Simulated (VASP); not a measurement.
Here is a VASP 6.6.1 calculation.

File INCAR:

```
SYSTEM = Mg
  PREC = Accurate
  ENCUT = 520
  EDIFF = 1E-7
  ISMEAR = 0
  SIGMA = 0.15
  LREAL = .False.
  LASPH = .True.
  NELM = 80
  ALGO = Normal
  ISIF = 2
  LWAVE = .False.
  LCHARG = .True.
  GGA = PS
  LELF = .True.
  LVHAR = .True.
  NBANDS = 7
```

File KPOINTS:

```
regular mesh
0
Gamma
  18 18 18
  0 0 0
```

The input POSCAR:

```
Mg
1.0
    0.0000000000      2.3115836800      2.2442560000
    2.3115836800      0.0000000000      2.2442560000
    2.3115836800      2.3115836800      0.0000000000
Mg
1
Direct
    0.0000000000      0.0000000000      0.0000000000
```

Potentials or basis: VASP PAW PBE potentials, release 64 (Mg).

Launch:

```bash
$ cat potpaw_PBE.64/Mg/POTCAR > POTCAR
$ mpirun -np 1 vasp_std > vasp.out
```

(1) Predict the pressure.

(2) What does it give for the band gap on the k mesh?

Results:

(1) -1.9 GPa.

(2) zero (bands 1 and 2 overlap by 2.58 eV).

Caveat: the cell differs from its parent crystal (strain +0.0300 x Voigt [1, 1, 0, 0, 0, 0]); the PAW data sets were made with another functional, which shifts forces and pressure a little.
